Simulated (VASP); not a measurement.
# Si16N (a cell with a defect) in VASP: molecular dynamics with LDA

Aim: the molecular dynamics of Si16N (a cell with a defect) with LDA.

Program: VASP 6.6.1. These are calculated values, not measurements. Logs are shortened: lines on timing, memory, paths and dates and some standing lists are left out, and cuts for length are marked.

### 1 The cell of the first run

The cell holds a defect, 17 atoms: a = 7.679 Å, b = 7.679 Å, c = 7.679 Å, α = 60.00°, β = 60.00°, γ = 60.00°.

### 2 Molecular dynamics, LDA, collinear spin, zero start

File INCAR:

```
SYSTEM = Si16N
PREC = Accurate ; ENCUT = 520
EDIFF = 1E-5 ; ISMEAR = -1
SIGMA = 0.02 ; LREAL = Auto
LASPH = .TRUE. ; NELM = 150
ALGO = Normal ; ISIF = 2
LWAVE = .FALSE. ; LCHARG = .TRUE.
ISPIN = 2 ; MAGMOM = 0 0 0 0 0 0 0 0 0 0 0 0 0 0 0 0 0
LORBIT = 11 ; GGA = CA
IBRION = 0 ; NSW = 40
POTIM = 1.0 ; TEBEG = 3000.0
TEEND = 3000.0 ; ISYM = 0
NELMIN = 4 ; RANDOM_SEED = 292827 0 0
MDALGO = 1 ; ANDERSEN_PROB = 0.0
KPAR = 2 ; NCORE = 2
```

File KPOINTS:

```
Automatic mesh
0
G
  2 2 2
  0 0 0
```

File POSCAR:

```
Si16N
1.0
    0.0000000000      5.4300000000      5.4300000000
    5.4300000000      0.0000000000      5.4300000000
    5.4300000000      5.4300000000      0.0000000000
Si N
16 1
Direct
    0.0585588400     -0.0278748000     -0.0283323000
    0.1329188900      0.1218915700      0.1213922700
   -0.0058438200      0.0121571000      0.4939710200
    0.1052020200      0.1605467900      0.6049191600
   -0.0058056700      0.4944872600      0.0117188800
    0.1053080200      0.6055078300      0.1599724600
    0.0148272900      0.5149477500      0.5144335200
    0.1396581500      0.6397666900      0.6392706100
    0.5079479800      0.0081100600      0.0075410100
    0.6340492900      0.1343185500      0.1341421200
    0.4717978000     -0.0281925700      0.5584576200
    0.6216073200      0.1217934000      0.6325268600
    0.4719773000      0.5587509000     -0.0284470800
    0.6216295200      0.6330990300      0.1213286300
    0.5120710400      0.4943255300      0.4938570900
    0.6604176600      0.6053153700      0.6048805700
    0.3276389800      0.8278965300      0.8276075400
```

Potentials or basis: VASP PAW LDA potentials, release 64 (Si, N).

Run with:

```
> cat potpaw_LDA.64/Si/POTCAR potpaw_LDA.64/N/POTCAR > POTCAR
> mpirun -np 4 vasp_std > vasp.out
```

OUTCAR:

```text
SYSTEM = Si16N
   PREC = Accurate
   ENCUT = 520
   EDIFF = 1E-5
   ISMEAR = -1
   LREAL = Auto
   LASPH = .TRUE.
   NELM = 150
   ISIF = 2
   ISPIN = 2
   LORBIT = 11
   GGA = CA
   IBRION = 0
   NSW = 40
   POTIM = 1.0
   TEBEG = 3000.0
   ISYM = 0
   NELMIN = 4

 ion  position               nearest neighbor table
   1  0.059  0.972  0.972-  17 1.84   6 2.36   4 2.36   2 2.37  10 2.68
   2  0.133  0.122  0.121-   3 2.34   5 2.34   9 2.36   1 2.37
   3  0.994  0.012  0.494-   4 2.33  12 2.34   2 2.34   8 2.35
   4  0.105  0.161  0.605-   7 2.25   3 2.33  11 2.36   1 2.36
   5  0.994  0.494  0.012-   6 2.33  14 2.34   2 2.34   8 2.35
   6  0.105  0.606  0.160-   7 2.25   5 2.33   1 2.36  13 2.36
   7  0.015  0.515  0.514-   4 2.25  16 2.25   6 2.25   8 2.35
   8  0.140  0.640  0.639-   7 2.35   3 2.35  15 2.35   5 2.35
   9  0.508  0.008  0.008-  14 2.36   2 2.36  12 2.36  10 2.38
  10  0.634  0.134  0.134-   9 2.38  11 2.68  13 2.68   1 2.68
  11  0.472  0.972  0.558-  17 1.84  16 2.36   4 2.36  12 2.37  10 2.68
  12  0.622  0.122  0.633-  15 2.34   3 2.34   9 2.36  11 2.37
  13  0.472  0.559  0.972-  17 1.84   6 2.36  16 2.36  14 2.37  10 2.68
  14  0.622  0.633  0.121-  15 2.34   5 2.34   9 2.36  13 2.37
  15  0.512  0.494  0.494-  16 2.33  14 2.34  12 2.34   8 2.35
  16  0.660  0.605  0.605-   7 2.25  15 2.33  11 2.36  13 2.36
  17  0.328  0.828  0.828-  11 1.84   1 1.84  13 1.84

IMPORTANT INFORMATION: All symmetrisations will be switched off!
NOSYMM: (Re-)initialisation of all symmetry stuff for point group C_1.

----------------------------------------------------------------------------------------

                                     Primitive cell

  volume of cell :     320.2060

  direct lattice vectors                    reciprocal lattice vectors
     0.000000000  5.430000000  5.430000000    -0.092081031  0.092081031  0.092081031
     5.430000000  0.000000000  5.430000000     0.092081031 -0.092081031  0.092081031
     5.430000000  5.430000000  0.000000000     0.092081031  0.092081031 -0.092081031

  length of vectors
     7.679179644  7.679179644  7.679179644     0.159489025  0.159489025  0.159489025

  position of ions in fractional coordinates (direct lattice)
     0.058558840  0.972125200  0.971667700
     0.132918890  0.121891570  0.121392270
     0.994156180  0.012157100  0.493971020
     0.105202020  0.160546790  0.604919160
     0.994194330  0.494487260  0.011718880
     0.105308020  0.605507830  0.159972460
[... 9 lines left out ...]
     0.660417660  0.605315370  0.604880570
     0.327638980  0.827896530  0.827607540

  ion indices of the primitive-cell ions
   primitive index   ion index
                 1           1
                 2           2
                 3           3
                 4           4
                 5           5
                 6           6
[... 9 lines left out ...]
                16          16
                17          17

----------------------------------------------------------------------------------------

 KPOINTS: Automatic mesh

Automatic generation of k-mesh.
 Grid dimensions read from file:
 generate k-points for:    2    2    2

 Generating k-lattice:

  Cartesian coordinates                     Fractional coordinates (reciprocal lattice)
    -0.046040516  0.046040516  0.046040516     0.500000000  0.000000000  0.000000000
     0.046040516 -0.046040516  0.046040516     0.000000000  0.500000000  0.000000000
     0.046040516  0.046040516 -0.046040516     0.000000000  0.000000000  0.500000000

  Length of vectors
     0.079744512  0.079744512  0.079744512

  Shift w.r.t. Gamma in fractional coordinates (k-lattice)
     0.000000000  0.000000000  0.000000000

 Subroutine IBZKPT returns following result:
 ===========================================

 Found      8 irreducible k-points:

 Following reciprocal coordinates:
            Coordinates               Weight
  0.000000  0.000000  0.000000      1.000000
  0.500000  0.000000  0.000000      1.000000
  0.000000  0.500000  0.000000      1.000000
  0.000000  0.000000  0.500000      1.000000
  0.500000  0.500000  0.500000      1.000000
  0.500000  0.500000  0.000000      1.000000
  0.000000  0.500000  0.500000      1.000000
  0.500000  0.000000  0.500000      1.000000
   k-points           NKPTS =      8   k-points in BZ     NKDIM =      8   number of bands    NBANDS=     43
   number of dos      NEDOS =    301   number of ions     NIONS =     17
   total plane-waves  NPLWV = 216000
   dimension x,y,z NGX =    60 NGY =   60 NGZ =   60
   dimension x,y,z NGXF=   120 NGYF=  120 NGZF=  120
   ions per type =              16   1
   NGX,Y,Z   is equivalent  to a cutoff of  12.99, 12.99, 12.99 a.u.
   NGXF,Y,Z  is equivalent  to a cutoff of  25.98, 25.98, 25.98 a.u.
 SYSTEM =  Si16N
   PREC   = accura    normal or accurate (medium, high low for compatibility)
   ISTART =      0    job   : 0-new  1-cont  2-samecut
   ICHARG =      2    charge: 1-file 2-atom 10-const
   ISPIN  =      2    spin polarized calculation?
   LNONCOLLINEAR =      F non collinear calculations
   LSORBIT =      F    spin-orbit coupling
   LASPH  =      T    aspherical Exc in radial PAW
   ENCUT  =  520.0 eV  38.22 Ry    6.18 a.u.  14.28 14.28 14.28*2*pi/ulx,y,z
   NELM   =    150;   NELMIN=  4; NELMDL= -5     # of ELM steps
   EDIFF  = 0.1E-04   stopping-criterion for ELM
   LREAL  =      T    real-space projection
   EDIFFG = 0.1E-03   stopping-criterion for IOM
   NSW    =     40    number of steps for IOM
   IBRION =      0    ionic relax: 0-MD 1-quasi-New 2-CG
   NFREE  =      0    steps in history (QN), initial steepest desc. (CG)
   ISIF   =      2    stress and relaxation
   ISYM   =      0    0-nonsym 1-usesym 2-fastsym
   POTIM  = 1.0000    time-step for ionic-motion
   TEBEG  = 3000.0;   TEEND  =3000.0 temperature during run
   PSTRESS=    0.0 pullay stress
   NELECT =      69.0000    total number of electrons
   NUPDOWN=      -1.0000    fix difference up-down
   EMIN   =  10.00;   EMAX   =-10.00  energy-range for DOS
   EFERMI =   0.00;   METHOD = LEGACY
   ISMEAR =    -1;   SIGMA  =   0.02  broadening in eV -4-tet -1-fermi 0-gaus
   EFERMI_NEDOS =   21; number of points for ismear=-14 and -15
   IALGO  =     38    algorithm
   IMIX   =      4    mixing-type and parameters
     AMIX     =   0.40;   BMIX     =  1.00
     AMIX_MAG =   1.60;   BMIX_MAG =  1.00
  volume/ion in A,a.u.               =      18.84       127.11
  Fermi-wavevector in a.u.,A,eV,Ry     =   0.981480  1.854728 13.106528  0.963303
  Thomas-Fermi vector in A             =   2.112490
   LORBIT       =     11    0 simple, 1 ext, 2 COOP (PROOUT), +10 PAW based schemes
   GGA     = CA    functional components
   LHFCALC =     F    Hartree Fock is set to
   AEXX    =    0.0000 exact exchange contribution
   IVDW    =     0    specifies the selected vdW correction
   LEPSILON=     F    determine dielectric tensor
   LRPA    =     F    only Hartree local field effects (RPA)
 molecular dynamics for ions
 spin polarized calculation
  energy-cutoff  :      520.00
  volume of cell :      320.21
 maximum number of plane-waves:      8646
 NGX is ok and might be reduce to    60
   NGX = 29   NGY = 29   NGZ = 29

--------------------------------------- Ionic step        1  -------------------------------------------

 number of electron      69.0000000 magnetization       0.0000127

 number of electron      68.9999999 magnetization      -0.0000209

 Free energy of the ion-electron system (eV)
  ---------------------------------------------------
  ext. energy  EPLUGINS =         0.00000000
  ---------------------------------------------------
  free energy    TOTEN  =      -100.92320378 eV

  energy without entropy =     -100.91363299  energy(sigma->0) =     -100.91841839

------------------------ aborting loop because EDIFF is reached ----------------------------------------

  FORCE on cell =-STRESS in cart. coord.  units (eV):
  Direction    XX          YY          ZZ          XY          YZ          ZX
  --------------------------------------------------------------------------------------
  -------------------------------------------------------------------------------------
  Total        0.2400412      0.2364930      0.2537659     -0.3656393     -0.3714811     -0.3548663
  in kB        1.2010659      1.1833124      1.2697389     -1.8295064     -1.8587363     -1.7756030
  external PRESSURE =       1.2180391 kB  Pullay stress =       0.0000000 kB
[... 162 lines left out ...]
  ENERGY OF THE ELECTRON-ION-THERMOSTAT SYSTEM (eV)
  ---------------------------------------------------
% ion-electron   TOTEN  =      -100.812501  see above
  kinetic energy EKIN   =         6.094013
  kin. lattice  EKIN_LAT=         0.000000  (temperature 2946.57 K)
  nose potential ES     =         0.000000
  nose kinetic   EPS    =         0.000000
  ---------------------------------------------------
  total energy   ETOTAL =       -94.718488 eV

[... ionic steps 4 to 37 ...]

--------------------------------------- Ionic step       38  -------------------------------------------

 number of electron      69.0000000 magnetization       0.0000043

------------------------ aborting loop because EDIFF is reached ----------------------------------------
[... 117 lines left out ...]
--------------------------------------- Ionic step       40  -------------------------------------------

 number of electron      69.0000001 magnetization       0.0000010

 Free energy of the ion-electron system (eV)
  ---------------------------------------------------
  ext. energy  EPLUGINS =         0.00000000
  ---------------------------------------------------
  free energy    TOTEN  =       -98.50267368 eV

  energy without entropy =      -98.48783389  energy(sigma->0) =      -98.49525378

 E-fermi :   5.9627     XC(G=0):  -9.8207

 val. band max:        5.9530816391   @ k =   0.0000   0.0000   0.5000
 cond. band min:       5.9685897383   @ k =   0.5000   0.0000   0.0000
 fundamental gap:      0.0155080992
 Fermi energy:         5.9627441239

 spin component 1

 k-point     1 :       0.0000    0.0000    0.0000
  band No.  band energies     occupation
      1      -8.8940      1.00000
      2      -5.5756      1.00000
      3      -3.9752      1.00000
      4      -3.9133      1.00000
      5      -3.6266      1.00000
      6      -3.1838      1.00000
[... 357 lines left out ...]
     42       8.6232      0.00000
     43       8.8748      0.00000
 Fermi energy:         5.9627441239

 spin component 2

 k-point     1 :       0.0000    0.0000    0.0000
  band No.  band energies     occupation
      1      -8.8940      1.00000
      2      -5.5756      1.00000
      3      -3.9752      1.00000
      4      -3.9133      1.00000
      5      -3.6266      1.00000
      6      -3.1838      1.00000
[... 407 lines left out ...]
  ENERGY OF THE ELECTRON-ION-THERMOSTAT SYSTEM (eV)
  ---------------------------------------------------
% ion-electron   TOTEN  =       -98.502674  see above
  kinetic energy EKIN   =         3.788286
  kin. lattice  EKIN_LAT=         0.000000  (temperature 1831.71 K)
  nose potential ES     =         0.000000
  nose kinetic   EPS    =         0.000000
  ---------------------------------------------------
  total energy   ETOTAL =       -94.714387 eV

 total charge

# of ion       s       p       d       tot
------------------------------------------
    1        0.772   0.818   0.000   1.590
    2        0.778   0.877   0.000   1.655
    3        0.764   0.920   0.000   1.684
    4        0.800   0.858   0.000   1.658
    5        0.761   0.942   0.000   1.702
    6        0.799   0.838   0.000   1.637
[... 9 lines left out ...]
   16        0.772   0.940   0.000   1.712
   17        1.293   2.255   0.000   3.548
--------------------------------------------------
tot         13.654  16.500   0.000  30.154

 magnetization (x)

# of ion       s       p       d       tot
------------------------------------------
    1       -0.000  -0.000   0.000  -0.000
    2       -0.000   0.000   0.000   0.000
    3        0.000   0.000   0.000   0.000
    4        0.000  -0.000   0.000  -0.000
    5       -0.000  -0.000   0.000  -0.000
    6        0.000   0.000   0.000   0.000
[... 9 lines left out ...]
   16       -0.000  -0.000   0.000  -0.000
   17        0.000  -0.000   0.000   0.000
--------------------------------------------------
tot         -0.000  -0.000   0.000  -0.000
```

Wall time 33 min (4 MPI ranks of Intel Xeon Platinum 8259CL at 2.50GHz (Skylake/Cascade Lake), shared host); peak memory 0.45 GiB.

What came out:

```yaml
Valence_electrons_inside_the_program's_atomic_spheres: Si 1.59, 1.66, 1.68, 1.70, 1.64, 1.63, 1.71 (each value once); N 3.55
```

Caveat: the k points lie up to 0.50 Å⁻¹ apart.
